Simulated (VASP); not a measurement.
# CoSi (P2_13) in VASP: single point with PBE

Aim: the single point of CoSi with PBE.

Program: VASP 6.6.1. These are calculated values, not measurements. Logs are shortened: lines on timing, memory, paths and dates and some standing lists are left out, and cuts for length are marked.

### Step 1. The cell of the first run

Symmetry: P2_13, No. 198, cubic system. The conventional cell has a = 4.431 Å, b = 4.431 Å, c = 4.431 Å, α = 90.00°, β = 90.00°, γ = 90.00°. Within 3.1 Å of Co (site symmetry 3) lie 7 Si at 2.32 to 2.43 Å and 6 Co at 2.72 Å. Si (site symmetry 3) has 7 Co at 2.32 to 2.43 Å and 6 Si at 2.74 Å within 3.1 Å.

### Step 2. Single point, PBE

Input file INCAR:

```
ALGO = Normal ; EDIFF = 1E-6
ENCUT = 600 ; GGA = PE
GGA_COMPAT = F ; ISIF = 2
ISMEAR = 0 ; LASPH = T
LCHARG = F ; LREAL = F
LWAVE = F ; NBANDS = 36
NELM = 120 ; PREC = Accurate
SIGMA = 0.05
```

Input file KPOINTS:

```
k-points
0
Gamma
  12 12 12
```

Input file POSCAR:

```
CoSi
1.0
    4.4305002251      0.0000000000      0.0000000000
    0.0000000000      4.4305002251      0.0000000000
    0.0000000000      0.0000000000      4.4305002251
Co Si
4 4
Direct
    0.1450290730      0.1450290730      0.1450290730
    0.3549709270      0.8549709270      0.6450290730
    0.6450290730      0.3549709270      0.8549709270
    0.8549709270      0.6450290730      0.3549709270
    0.8431891286      0.8431891286      0.8431891286
    0.6568108714      0.1568108714      0.3431891286
    0.3431891286      0.6568108714      0.1568108714
    0.1568108714      0.3431891286      0.6568108714
```

Potentials or basis: VASP PAW PBE potentials, release 64 (Co, Si).

Started as:

```sh
$ cat potpaw_PBE.64/Co/POTCAR potpaw_PBE.64/Si/POTCAR > POTCAR
$ mpirun -np 1 vasp_std > vasp.out
```

OUTCAR:

```text
EDIFF = 1E-6
   ENCUT = 600
   GGA = PE
   ISIF = 2
   ISMEAR = 0
   LASPH = T
   LREAL = F
   NELM = 120
   PREC = Accurate

 ion  position               nearest neighbor table
   1  0.145  0.145  0.145-   5 2.32   6 2.34   7 2.34   8 2.34   7 2.43   8 2.43   6 2.43   3 2.72
                             4 2.72   2 2.72   2 2.72   4 2.72   3 2.72
   2  0.355  0.855  0.645-   6 2.32   5 2.34   7 2.34   8 2.34   7 2.43   8 2.43   5 2.43   1 2.72
                             1 2.72   3 2.72   3 2.72   4 2.72   4 2.72
   3  0.645  0.355  0.855-   7 2.32   6 2.34   5 2.34   8 2.34   8 2.43   6 2.43   5 2.43   1 2.72
                             4 2.72   2 2.72   2 2.72   4 2.72   1 2.72
   4  0.855  0.645  0.355-   8 2.32   6 2.34   7 2.34   5 2.34   6 2.43   5 2.43   7 2.43   1 2.72
                             3 2.72   2 2.72   1 2.72   2 2.72   3 2.72
   5  0.843  0.843  0.843-   1 2.32   2 2.34   3 2.34   4 2.34   3 2.43   4 2.43   2 2.43   6 2.74
                             7 2.74   8 2.74   6 2.74   8 2.74   7 2.74
   6  0.657  0.157  0.343-   2 2.32   1 2.34   3 2.34   4 2.34   3 2.43   4 2.43   1 2.43   8 2.74
                             5 2.74   5 2.74   7 2.74   7 2.74   8 2.74
   7  0.343  0.657  0.157-   3 2.32   2 2.34   1 2.34   4 2.34   4 2.43   2 2.43   1 2.43   8 2.74
                             5 2.74   8 2.74   6 2.74   6 2.74   5 2.74
   8  0.157  0.343  0.657-   4 2.32   2 2.34   3 2.34   1 2.34   2 2.43   1 2.43   3 2.43   7 2.74
                             5 2.74   7 2.74   5 2.74   6 2.74   6 2.74

  LATTYP: Found a simple cubic cell.
 ALAT       =     4.4305002251

  Lattice vectors:

 A1 = (   4.4305002251,   0.0000000000,   0.0000000000)
 A2 = (   0.0000000000,   4.4305002251,   0.0000000000)
 A3 = (   0.0000000000,   0.0000000000,   4.4305002251)

Analysis of symmetry for initial positions (statically):
=====================================================================
 Subroutine PRICEL returns:
 Original cell was already a primitive cell.

 Routine SETGRP: Setting up the symmetry group for a
 simple cubic supercell.

 Subroutine GETGRP returns: Found 12 space group operations
 (whereof  3 operations were pure point group operations)
 out of a pool of 48 trial point group operations.

The static configuration has the point symmetry C_3 .
 The point group associated with its full space group is T   .

Analysis of symmetry for dynamics (positions and initial velocities):
=====================================================================
 Subroutine PRICEL returns:
 Original cell was already a primitive cell.

 Routine SETGRP: Setting up the symmetry group for a
 simple cubic supercell.

 Subroutine GETGRP returns: Found 12 space group operations
 (whereof  3 operations were pure point group operations)
 out of a pool of 48 trial point group operations.

The dynamic configuration has the point symmetry C_3 .
 The point group associated with its full space group is T   .

 Subroutine INISYM returns: Found 12 space group operations
 (whereof  3 operations are pure point group operations),
 and found     1 'primitive' translations

----------------------------------------------------------------------------------------

                                     Primitive cell

  volume of cell :      86.9678

  direct lattice vectors                    reciprocal lattice vectors
     4.430500225  0.000000000  0.000000000     0.225708148  0.000000000  0.000000000
     0.000000000  4.430500225  0.000000000     0.000000000  0.225708148  0.000000000
     0.000000000  0.000000000  4.430500225     0.000000000  0.000000000  0.225708148

  length of vectors
     4.430500225  4.430500225  4.430500225     0.225708148  0.225708148  0.225708148

  position of ions in fractional coordinates (direct lattice)
     0.145029073  0.145029073  0.145029073
     0.354970927  0.854970927  0.645029073
     0.645029073  0.354970927  0.854970927
     0.854970927  0.645029073  0.354970927
     0.843189129  0.843189129  0.843189129
     0.656810871  0.156810871  0.343189129
     0.343189129  0.656810871  0.156810871
     0.156810871  0.343189129  0.656810871

  ion indices of the primitive-cell ions
   primitive index   ion index
                 1           1
                 2           2
                 3           3
                 4           4
                 5           5
                 6           6
                 7           7
                 8           8

----------------------------------------------------------------------------------------

 KPOINTS: k-points

Automatic generation of k-mesh.
 Grid dimensions read from file:
 generate k-points for:   12   12   12

 Generating k-lattice:

  Cartesian coordinates                     Fractional coordinates (reciprocal lattice)
     0.018809012  0.000000000  0.000000000     0.083333333  0.000000000  0.000000000
     0.000000000  0.018809012  0.000000000     0.000000000  0.083333333  0.000000000
     0.000000000  0.000000000  0.018809012     0.000000000  0.000000000  0.083333333

  Length of vectors
     0.018809012  0.018809012  0.018809012

  Shift w.r.t. Gamma in fractional coordinates (k-lattice)
     0.000000000  0.000000000  0.000000000

 Subroutine IBZKPT returns following result:
 ===========================================

 Found    119 irreducible k-points:

 Following reciprocal coordinates:
            Coordinates               Weight
  0.000000  0.000000  0.000000      1.000000
  0.083333  0.000000  0.000000      6.000000
  0.166667  0.000000  0.000000      6.000000
  0.250000  0.000000  0.000000      6.000000
  0.333333  0.000000  0.000000      6.000000
  0.416667  0.000000  0.000000      6.000000
[... 16 lines left out ...]
 -0.166667  0.333333  0.000000     12.000000
  0.416667  0.166667  0.000000     12.000000
 [... further k-points ...]
   k-points           NKPTS =    119   k-points in BZ     NKDIM =    119   number of bands    NBANDS=     36
   number of dos      NEDOS =    301   number of ions     NIONS =      8
   total plane-waves  NPLWV =  46656
   dimension x,y,z NGX =    36 NGY =   36 NGZ =   36
   dimension x,y,z NGXF=    72 NGYF=   72 NGZF=   72
   ions per type =               4   4
   NGX,Y,Z   is equivalent  to a cutoff of  13.51, 13.51, 13.51 a.u.
   NGXF,Y,Z  is equivalent  to a cutoff of  27.02, 27.02, 27.02 a.u.
 SYSTEM =  unknown system
   PREC   = accura    normal or accurate (medium, high low for compatibility)
   ISTART =      0    job   : 0-new  1-cont  2-samecut
   ICHARG =      2    charge: 1-file 2-atom 10-const
   ISPIN  =      1    spin polarized calculation?
   LNONCOLLINEAR =      F non collinear calculations
   LSORBIT =      F    spin-orbit coupling
   LASPH  =      T    aspherical Exc in radial PAW
   ENCUT  =  600.0 eV  44.10 Ry    6.64 a.u.   8.85  8.85  8.85*2*pi/ulx,y,z
   NELM   =    120;   NELMIN=  2; NELMDL= -5     # of ELM steps
   EDIFF  = 0.1E-05   stopping-criterion for ELM
   LREAL  =      F    real-space projection
   EDIFFG = 0.1E-04   stopping-criterion for IOM
   NSW    =      0    number of steps for IOM
   IBRION =     -1    ionic relax: 0-MD 1-quasi-New 2-CG
   NFREE  =      0    steps in history (QN), initial steepest desc. (CG)
   ISIF   =      2    stress and relaxation
   ISYM   =      2    0-nonsym 1-usesym 2-fastsym
   POTIM  = 0.5000    time-step for ionic-motion
   TEBEG  =    0.0;   TEEND  =   0.0 temperature during run
   PSTRESS=    0.0 pullay stress
   NELECT =      52.0000    total number of electrons
   NUPDOWN=      -1.0000    fix difference up-down
   EMIN   =  10.00;   EMAX   =-10.00  energy-range for DOS
   EFERMI =   0.00;   METHOD = LEGACY
   ISMEAR =     0;   SIGMA  =   0.05  broadening in eV -4-tet -1-fermi 0-gaus
   EFERMI_NEDOS =   21; number of points for ismear=-14 and -15
   IALGO  =     38    algorithm
   IMIX   =      4    mixing-type and parameters
     AMIX     =   0.40;   BMIX     =  1.00
     AMIX_MAG =   1.60;   BMIX_MAG =  1.00
  volume/ion in A,a.u.               =      10.87        73.36
  Fermi-wavevector in a.u.,A,eV,Ry     =   1.379187  2.606286 25.880417  1.902157
  Thomas-Fermi vector in A             =   2.504180
   LORBIT       =      0    0 simple, 1 ext, 2 COOP (PROOUT), +10 PAW based schemes
   GGA     = PE    functional components
   LHFCALC =     F    Hartree Fock is set to
   AEXX    =    0.0000 exact exchange contribution
   IVDW    =     0    specifies the selected vdW correction
   LEPSILON=     F    determine dielectric tensor
   LRPA    =     F    only Hartree local field effects (RPA)
 non-spin polarized calculation
 Gauss-broadening in eV      SIGMA  =   0.05
  energy-cutoff  :      600.00
  volume of cell :       86.97
 maximum number of plane-waves:      2945
   NGX = 17   NGY = 17   NGZ = 17

 number of electron      52.0000004 magnetization

 Free energy of the ion-electron system (eV)
  ---------------------------------------------------
  ext. energy  EPLUGINS =         0.00000000
  ---------------------------------------------------
  free energy    TOTEN  =       -54.74830329 eV

  energy without entropy =      -54.74636705  energy(sigma->0) =      -54.74733517

 E-fermi :  12.0970     XC(G=0): -12.8681

 val. band max:       12.0963119773   @ k =   0.0833   0.0833   0.0000
 cond. band min:      12.1004488446   @ k =   0.5000   0.4167   0.4167
 fundamental gap:      0.0041368673
 Fermi energy:        12.0970491257

 k-point     1 :       0.0000    0.0000    0.0000
  band No.  band energies     occupation
      1      -1.5627      2.00000
      2       3.9322      2.00000
      3       3.9322      2.00000
      4       3.9322      2.00000
      5       6.6329      2.00000
      6       6.6329      2.00000
[... 28 lines left out ...]
     35      15.6808      0.00000
     36      16.9749      0.00000

 k-point     2 :       0.0833    0.0000    0.0000
  band No.  band energies     occupation
      1      -1.5109      2.00000
      2       3.4304      2.00000
      3       3.9654      2.00000
      4       4.3311      2.00000
      5       6.3143      2.00000
      6       6.6648      2.00000
[... 850 lines left out ...]
 k-point    24 :       0.4167    0.1667    0.0000
  band No.  band energies     occupation
      1      -0.1098      2.00000
      2       0.9954      2.00000
      3       4.0404      2.00000
      4       4.7773      2.00000
      5       6.2695      2.00000
      6       6.5136      2.00000
[... 28 lines left out ...]
     35      16.4941      0.00000
     36      18.2814      0.00000

 [... further k-points ...]

------------------------ aborting loop because EDIFF is reached ----------------------------------------

  FORCE on cell =-STRESS in cart. coord.  units (eV):
  Direction    XX          YY          ZZ          XY          YZ          ZX
  --------------------------------------------------------------------------------------
  -------------------------------------------------------------------------------------
  Total       -0.0635016     -0.0635016     -0.0635016     -0.0000000      0.0000000     -0.0000000
  in kB       -1.1698691     -1.1698691     -1.1698691     -0.0000000      0.0000000     -0.0000000
  external PRESSURE =      -1.1698691 kB  Pullay stress =       0.0000000 kB

 VOLUME and BASIS-vectors are now :
 -----------------------------------------------------------------------------
  energy-cutoff  :      600.00
  volume of cell :       86.97
      direct lattice vectors                 reciprocal lattice vectors
     4.430500225  0.000000000  0.000000000     0.225708148  0.000000000  0.000000000
     0.000000000  4.430500225  0.000000000     0.000000000  0.225708148  0.000000000
     0.000000000  0.000000000  4.430500225     0.000000000  0.000000000  0.225708148

 POSITION                                       TOTAL-FORCE (eV/Angst)
 -----------------------------------------------------------------------------------
      0.64255      0.64255      0.64255         0.001567      0.001567      0.001567
      1.57270      3.78795      2.85780        -0.001567     -0.001567      0.001567
      2.85780      1.57270      3.78795         0.001567     -0.001567     -0.001567
      3.78795      2.85780      1.57270        -0.001567      0.001567     -0.001567
      3.73575      3.73575      3.73575         0.000745      0.000745      0.000745
      2.91000      0.69475      1.52050        -0.000745     -0.000745      0.000745
      1.52050      2.91000      0.69475         0.000745     -0.000745     -0.000745
      0.69475      1.52050      2.91000        -0.000745      0.000745     -0.000745
 -----------------------------------------------------------------------------------
    total drift:                               -0.000000      0.000000      0.000000

  FREE ENERGIE OF THE ION-ELECTRON SYSTEM (eV)
  ---------------------------------------------------
  free  energy   TOTEN  =       -54.7483032908 eV

  energy  without entropy=      -54.7463670484  energy(sigma->0) =      -54.74733517
```

Wall time 10 min (1 thread of Intel Xeon 8259CL, shared host); peak memory 0.46 GiB.

What came out:

- Free energy: -54.7483 eV
- Pressure: -0.1 GPa
- Band gap on the k mesh: zero (bands 26 and 27 overlap by 0.21 eV)

Forces on the atoms (eV/Å):
```
Co   0.002  0.002  0.002
Co  -0.002 -0.002  0.002
Co   0.002 -0.002 -0.002
Co  -0.002  0.002 -0.002
Si   0.001  0.001  0.001
Si  -0.001 -0.001  0.001
Si   0.001 -0.001 -0.001
Si  -0.001  0.001 -0.001
```

Caveat: the run has no spin polarisation, though such a crystal can be magnetic. Spin polarisation is off, so any magnetic state and its effect on volume and gap are missing.
